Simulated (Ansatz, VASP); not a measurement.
# Two plane-wave programs on Gd2NF3

```
Gd N F
1.0
     3.92016    0.00000    0.00000
     0.00000    3.92016    0.00000
     0.00000    0.00000    5.84548
Gd N F
2 1 3
Direct
  0.50000 0.00000 0.79315
  0.00000 0.50000 0.20685
  0.50000 0.50000 0.00000
  0.50000 0.00000 0.40288
  0.00000 0.50000 0.59712
  0.00000 0.00000 0.00000
```

Change from the starting cell: species swapped into the Hf2Sb3Pd type (P-4m2, No. 115).

Alike in both runs: functional PBE; k mesh 3 × 3 × 2; occupations gaussian, width 0.15 eV; collinear spin.

Ansatz relaxed the structure, and its values are those at the end. VASP's run is a single point on that final structure, the one shown.

```csv
,VASP,Ansatz
version,VASP 6.6.1,Ansatz 0.2.0
potentials or method,"VASP PAW PBE potentials, release 64 (Gd, N, F), cutoff 600 eV","scalar-relativistic, plane waves, PAW"
valence electrons in the cell,62,62
```

Ansatz gave:

| Quantity | Value |
| --- | --- |
| gap on the k mesh at the Fermi level (eV) | 1.73 |
| least direct gap on the mesh (eV) | 1.85 |
| pressure (GPa) | 0.3 |
| rms of the force components (eV/Å) | 0.003 |
| net moment per atom (μB) | 2.33 |

**Question.** Estimate VASP's values.

**Answer.** gap on the k mesh at the Fermi level (eV): 1.74; least direct gap on the mesh (eV): 1.86; pressure (GPa): 0.2; rms of the force components (eV/Å): 0.010; net moment per atom (μB): 2.33.

The k mesh is coarse, so the values compare programs but aren't converged. Spin-orbit coupling is off throughout.
